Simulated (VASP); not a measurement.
The system is MgS.

```xyz
2
Lattice="0.0000 2.5339 2.5339 2.5339 0.0000 2.5339 2.5339 2.5339 0.0000" Properties=species:S:1:pos:R:3 pbc="T T T"
Mg    0.0000    0.0000    0.0000
S     2.5339    2.5339    2.5339
```

Base run:

* Program: VASP 6.6.1
* Functional: PBE
* Potentials or basis: VASP PAW PBE potentials, release 64 (Mg, S)
* Cutoff: 520 eV
* k mesh: 8 × 8 × 8, shifted
* Occupations: gaussian, width 0.02 eV
* Spin: no spin polarisation

Its results: band gap on the k mesh 3.16 eV (least direct gap 4.66 eV); pressure 8.1 GPa.

Question: The run is repeated on the same cell with these changes: k mesh from 8 × 8 × 8, shifted to 8 × 8 × 8, through Γ; further incar settings from ALGO = Normal; EDIFF = 1e-07; NBANDS = 11; ISYM = 0 to ALGO = Normal; EDIFF = 1e-06; NBANDS = 11. What comes out?

Answer: Band gap on the k mesh 2.94 eV (least direct gap 4.37 eV); pressure 8.1 GPa.

Caveats: the cell stands under pressure; a shifted mesh leaves out Γ, where band edges can lie (at least some runs).

A k mesh can miss the band edges.
